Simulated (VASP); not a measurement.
# ZnCu (Pmmm) in VASP: further runs

Runs on ZnCu. Level: PBEsol. Tasks: single point.

Program: VASP 6.6.1. These are calculated values, not measurements. Logs are shortened: lines on timing, memory, paths and dates and some standing lists are left out, and cuts for length are marked.

### 1 The cell of the first run

Symmetry: Pmmm, No. 47, orthorhombic system. Conventional cell: a = 2.871 Å, b = 2.945 Å, c = 3.019 Å, α = 90.00°, β = 90.00°, γ = 90.00°. Within 3.4 Å of Zn (site symmetry mmm) lie 8 Cu at 2.55 Å and 6 Zn at 2.87 to 3.02 Å. Cu (site symmetry mmm) has 8 Zn at 2.55 Å and 6 Cu at 2.87 to 3.02 Å within 3.4 Å.

### 2 Single point, PBEsol (strain +0.0250 x Voigt [1, -1, 0, 0, 0, 0])

File INCAR:

```
SYSTEM = ZnCu
  ALGO = Fast
  EDIFF = 1E-6
  ENCUT = 520
  GGA = PS
  ISIF = 2
  ISMEAR = 0
  LASPH = .True.
  LCHARG = .False.
  LREAL = .False.
  LWAVE = .False.
  NBANDS = 18
  NELM = 80
  PREC = Accurate
  SIGMA = 0.15
```

File KPOINTS:

```
k-points
0
Gamma
  16 16 16
  0 0 0
```

File POSCAR:

```
ZnCu
1.0
    3.0186250000      0.0000000000      0.0000000000
    0.0000000000      2.8713750000      0.0000000000
    0.0000000000      0.0000000000      2.9450000000
Zn Cu
1 1
Direct
    0.5000000000      0.5000000000      0.5000000000
    0.0000000000      0.0000000000      0.0000000000
```

Potentials or basis: VASP PAW PBE potentials, release 64 (Zn, Cu).

Launch:

```
$ cat potpaw_PBE.64/Zn/POTCAR potpaw_PBE.64/Cu/POTCAR > POTCAR
$ mpirun -np 1 vasp_std > vasp.out
```

OUTCAR:

```text
SYSTEM = ZnCu
   EDIFF = 1E-6
   ENCUT = 520
   GGA = PS
   ISIF = 2
   ISMEAR = 0
   LASPH = .True.
   LREAL = .False.
   NELM = 80
   PREC = Accurate

 ion  position               nearest neighbor table
   1  0.500  0.500  0.500-   2 2.55   2 2.55   2 2.55   2 2.55   2 2.55   2 2.55   2 2.55   2 2.55

   2  0.000  0.000  0.000-   1 2.55   1 2.55   1 2.55   1 2.55   1 2.55   1 2.55   1 2.55   1 2.55

  LATTYP: Found a simple orthorhombic cell.
 ALAT       =     2.8713750000
 B/A-ratio  =     1.0256410256
 C/A-ratio  =     1.0512820513

  Lattice vectors:

 A1 = (   0.0000000000,   2.8713750000,   0.0000000000)
 A2 = (   0.0000000000,   0.0000000000,   2.9450000000)
 A3 = (   3.0186250000,   0.0000000000,   0.0000000000)

Analysis of symmetry for initial positions (statically):
=====================================================================
 Subroutine PRICEL returns:
 Original cell was already a primitive cell.

 Routine SETGRP: Setting up the symmetry group for a
 simple orthorhombic supercell.

 Subroutine GETGRP returns: Found  8 space group operations
 (whereof  8 operations were pure point group operations)
 out of a pool of  8 trial point group operations.

The static configuration has the point symmetry D_2h.

Analysis of symmetry for dynamics (positions and initial velocities):
=====================================================================
 Subroutine PRICEL returns:
 Original cell was already a primitive cell.

 Routine SETGRP: Setting up the symmetry group for a
 simple orthorhombic supercell.

 Subroutine GETGRP returns: Found  8 space group operations
 (whereof  8 operations were pure point group operations)
 out of a pool of  8 trial point group operations.

The dynamic configuration has the point symmetry D_2h.

 Subroutine INISYM returns: Found  8 space group operations
 (whereof  8 operations are pure point group operations),
 and found     1 'primitive' translations

----------------------------------------------------------------------------------------

                                     Primitive cell

  volume of cell :      25.5261

  direct lattice vectors                    reciprocal lattice vectors
     3.018625000  0.000000000  0.000000000     0.331276657  0.000000000  0.000000000
     0.000000000  2.871375000  0.000000000     0.000000000  0.348265204  0.000000000
     0.000000000  0.000000000  2.945000000     0.000000000  0.000000000  0.339558574

  length of vectors
     3.018625000  2.871375000  2.945000000     0.331276657  0.348265204  0.339558574

  position of ions in fractional coordinates (direct lattice)
     0.500000000  0.500000000  0.500000000
     0.000000000  0.000000000  0.000000000

  ion indices of the primitive-cell ions
   primitive index   ion index
                 1           1
                 2           2

----------------------------------------------------------------------------------------

 KPOINTS: k-points

Automatic generation of k-mesh.
 Grid dimensions read from file:
 generate k-points for:   16   16   16

 Generating k-lattice:

  Cartesian coordinates                     Fractional coordinates (reciprocal lattice)
     0.020704791  0.000000000  0.000000000     0.062500000  0.000000000  0.000000000
     0.000000000  0.021766575  0.000000000     0.000000000  0.062500000  0.000000000
     0.000000000  0.000000000  0.021222411     0.000000000  0.000000000  0.062500000

  Length of vectors
     0.020704791  0.021766575  0.021222411

  Shift w.r.t. Gamma in fractional coordinates (k-lattice)
     0.000000000  0.000000000  0.000000000

 Subroutine IBZKPT returns following result:
 ===========================================

 Found    729 irreducible k-points:

 Following reciprocal coordinates:
            Coordinates               Weight
  0.000000  0.000000  0.000000      1.000000
  0.062500  0.000000  0.000000      2.000000
  0.125000  0.000000  0.000000      2.000000
  0.187500  0.000000  0.000000      2.000000
  0.250000  0.000000  0.000000      2.000000
  0.312500  0.000000  0.000000      2.000000
[... 16 lines left out ...]
  0.250000  0.125000  0.000000      4.000000
  0.312500  0.125000  0.000000      4.000000
 [... further k-points ...]
   k-points           NKPTS =    729   k-points in BZ     NKDIM =    729   number of bands    NBANDS=     18
   number of dos      NEDOS =    301   number of ions     NIONS =      2
   total plane-waves  NPLWV =  13824
   dimension x,y,z NGX =    24 NGY =   24 NGZ =   24
   dimension x,y,z NGXF=    48 NGYF=   48 NGZF=   48
   ions per type =               1   1
   NGX,Y,Z   is equivalent  to a cutoff of  13.22, 13.90, 13.55 a.u.
   NGXF,Y,Z  is equivalent  to a cutoff of  26.44, 27.79, 27.10 a.u.
 SYSTEM =  ZnCu
   PREC   = accura    normal or accurate (medium, high low for compatibility)
   ISTART =      0    job   : 0-new  1-cont  2-samecut
   ICHARG =      2    charge: 1-file 2-atom 10-const
   ISPIN  =      1    spin polarized calculation?
   LNONCOLLINEAR =      F non collinear calculations
   LSORBIT =      F    spin-orbit coupling
   LASPH  =      T    aspherical Exc in radial PAW
   ENCUT  =  520.0 eV  38.22 Ry    6.18 a.u.   5.61  5.34  5.48*2*pi/ulx,y,z
   NELM   =     80;   NELMIN=  2; NELMDL= -5     # of ELM steps
   EDIFF  = 0.1E-05   stopping-criterion for ELM
   LREAL  =      F    real-space projection
   EDIFFG = 0.1E-04   stopping-criterion for IOM
   NSW    =      0    number of steps for IOM
   IBRION =     -1    ionic relax: 0-MD 1-quasi-New 2-CG
   NFREE  =      0    steps in history (QN), initial steepest desc. (CG)
   ISIF   =      2    stress and relaxation
   ISYM   =      2    0-nonsym 1-usesym 2-fastsym
   POTIM  = 0.5000    time-step for ionic-motion
   TEBEG  =    0.0;   TEEND  =   0.0 temperature during run
   PSTRESS=    0.0 pullay stress
   NELECT =      23.0000    total number of electrons
   NUPDOWN=      -1.0000    fix difference up-down
   EMIN   =  10.00;   EMAX   =-10.00  energy-range for DOS
   EFERMI =   0.00;   METHOD = LEGACY
   ISMEAR =     0;   SIGMA  =   0.15  broadening in eV -4-tet -1-fermi 0-gaus
   EFERMI_NEDOS =   21; number of points for ismear=-14 and -15
   IALGO  =     68    algorithm
   IMIX   =      4    mixing-type and parameters
     AMIX     =   0.40;   BMIX     =  1.00
     AMIX_MAG =   1.60;   BMIX_MAG =  1.00
  volume/ion in A,a.u.               =      12.76        86.13
  Fermi-wavevector in a.u.,A,eV,Ry     =   1.581209  2.988052 34.017590  2.500222
  Thomas-Fermi vector in A             =   2.681319
   LORBIT       =      0    0 simple, 1 ext, 2 COOP (PROOUT), +10 PAW based schemes
   GGA     = PS    functional components
   LHFCALC =     F    Hartree Fock is set to
   AEXX    =    0.0000 exact exchange contribution
   IVDW    =     0    specifies the selected vdW correction
   LEPSILON=     F    determine dielectric tensor
   LRPA    =     F    only Hartree local field effects (RPA)
 non-spin polarized calculation
 RMM-DIIS sequential band-by-band and
 Gauss-broadening in eV      SIGMA  =   0.15
  energy-cutoff  :      520.00
  volume of cell :       25.53
 maximum number of plane-waves:       707
 NGX is ok and might be reduce to    24
   NGX = 11   NGY = 11   NGZ = 11

 number of electron      22.9999997 magnetization

 Free energy of the ion-electron system (eV)
  ---------------------------------------------------
  ext. energy  EPLUGINS =         0.00000000
  ---------------------------------------------------
  free energy    TOTEN  =        -6.08682332 eV

  energy without entropy =       -6.08100929  energy(sigma->0) =       -6.08391630

 E-fermi :   5.3666     XC(G=0): -12.5690

 val. band max:        5.3633148151   @ k =   0.1250   0.3125   0.3750
 cond. band min:       5.3789484383   @ k =   0.4375   0.2500   0.5000
 fundamental gap:      0.0156336232
 Fermi energy:         5.3665717599

 k-point     1 :       0.0000    0.0000    0.0000
  band No.  band energies     occupation
      1      -5.0023      2.00000
      2      -2.4680      2.00000
      3      -2.4451      2.00000
      4      -1.7869      2.00000
      5      -1.7503      2.00000
      6      -1.7204      2.00000
[... 10 lines left out ...]
     17      18.1221      0.00000
     18      28.2048      0.00000

 k-point     2 :       0.0625    0.0000    0.0000
  band No.  band energies     occupation
      1      -4.9350      2.00000
      2      -2.4600      2.00000
      3      -2.4318      2.00000
      4      -1.7916      2.00000
      5      -1.7548      2.00000
      6      -1.7177      2.00000
[... 10 lines left out ...]
     17      18.1991      0.00000
     18      27.5651      0.00000

 k-point     3 :       0.1250    0.0000    0.0000
  band No.  band energies     occupation
      1      -4.7349      2.00000
      2      -2.4380      2.00000
      3      -2.3923      2.00000
      4      -1.8049      2.00000
      5      -1.7677      2.00000
      6      -1.7102      2.00000
[... 10 lines left out ...]
     17      18.8686      0.00000
     18      26.0708      0.00000

 k-point     4 :       0.1875    0.0000    0.0000
  band No.  band energies     occupation
      1      -4.4075      2.00000
      2      -2.4050      2.00000
      3      -2.3279      2.00000
      4      -1.8249      2.00000
      5      -1.7870      2.00000
      6      -1.6989      2.00000
[... 375 lines left out ...]
      4      -1.8272      2.00000
      5      -1.8172      2.00000
      6      -1.7309      2.00000
[... 10 lines left out ...]
     17      21.5506      0.00000
     18      21.5673      0.00000

 k-point    23 :       0.2500    0.1250    0.0000
  band No.  band energies     occupation
      1      -3.6992      2.00000
      2      -2.3186      2.00000
      3      -2.2026      2.00000
      4      -1.8547      2.00000
      5      -1.8238      2.00000
      6      -1.7246      2.00000
[... 10 lines left out ...]
     17      21.3551      0.00000
     18      23.0590      0.00000

 k-point    24 :       0.3125    0.1250    0.0000
  band No.  band energies     occupation
      1      -3.2113      2.00000
      2      -2.2824      2.00000
      3      -2.1181      2.00000
      4      -1.8812      2.00000
      5      -1.7750      2.00000
      6      -1.7194      2.00000
[... 10 lines left out ...]
     17      21.4688      0.00000
     18      21.8432      0.00000

 [... further k-points ...]
[... 5 lines left out ...]
  --------------------------------------------------------------------------------------
  -------------------------------------------------------------------------------------
  Total       -0.6124683     -0.5539658     -0.5803394      0.0000000     -0.0000000      0.0000000
  in kB      -38.4423428    -34.7703562    -36.4257324      0.0000000     -0.0000000      0.0000000
  external PRESSURE =     -36.5461438 kB  Pullay stress =       0.0000000 kB

 VOLUME and BASIS-vectors are now :
 -----------------------------------------------------------------------------
  energy-cutoff  :      520.00
  volume of cell :       25.53
      direct lattice vectors                 reciprocal lattice vectors
     3.018625000  0.000000000  0.000000000     0.331276657  0.000000000  0.000000000
     0.000000000  2.871375000  0.000000000     0.000000000  0.348265204  0.000000000
     0.000000000  0.000000000  2.945000000     0.000000000  0.000000000  0.339558574

 POSITION                                       TOTAL-FORCE (eV/Angst)
 -----------------------------------------------------------------------------------
      1.50931      1.43569      1.47250         0.000000      0.000000      0.000000
      0.00000      0.00000      0.00000         0.000000      0.000000      0.000000
 -----------------------------------------------------------------------------------
    total drift:                                0.000000      0.000000     -0.000000

  FREE ENERGIE OF THE ION-ELECTRON SYSTEM (eV)
  ---------------------------------------------------
  free  energy   TOTEN  =        -6.0868233187 eV

  energy  without entropy=       -6.0810092868  energy(sigma->0) =       -6.08391630
```

Wall time 2.1 min (1 thread of Intel Xeon 6975P-C, shared host); peak memory 0.44 GiB.

Results:

```yaml
Free_energy: -6.0868 eV
Pressure: -3.7 GPa
```

Caveat: the cell differs from its parent crystal (strain +0.0250 x Voigt [1, -1, 0, 0, 0, 0]); the PAW data sets were made with another functional, which shifts forces and pressure a little.

(Continued in part 2 of 2.)
